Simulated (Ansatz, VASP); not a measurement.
**LiCl in VASP and in Ansatz**

```
Li Cl
1.0
     4.18365    0.00085   -0.12799
     2.09167    3.62712   -0.06430
     0.32359    0.00088   10.57873
Li Cl
4 4
Cartesian
  5.5128 0.6061 9.0924
  1.1666 0.6053 3.9277
  1.0861 3.0227 1.2940
  5.4323 3.0236 6.4587
  1.0859 0.6054 1.2901
  1.2483 0.6055 6.5808
  5.5130 3.0234 9.0963
  5.3506 3.0234 3.8056
```

Change from the starting cell: the structure that the rattled cell fell into.

Alike in both runs: functional PBE; k mesh 6 × 6 × 2; occupations gaussian, width 0.02 eV; no spin polarisation.

Ansatz relaxed the structure, and its values are those at the end. VASP's run is a single point on that final structure, the one shown.

|  | VASP | Ansatz |
| --- | --- | --- |
| version | VASP 6.6.1 | Ansatz 0.2.0 |
| potentials or method | VASP PAW PBE potentials, release 64 (Li_sv, Cl), cutoff 520 eV | scalar-relativistic, plane waves, PAW |
| valence electrons in the cell | 40 | 40 |

VASP gave:

```
gap on the k mesh at the Fermi level (eV) : 5.58
least direct gap on the mesh (eV)         : 5.58
```

Estimate Ansatz's values.

gap on the k mesh at the Fermi level (eV): 5.57; least direct gap on the mesh (eV): 5.57.

Noted on VASP's run: the cutoff is under 1.25 times that of the potentials, so the pressure is a little rough.
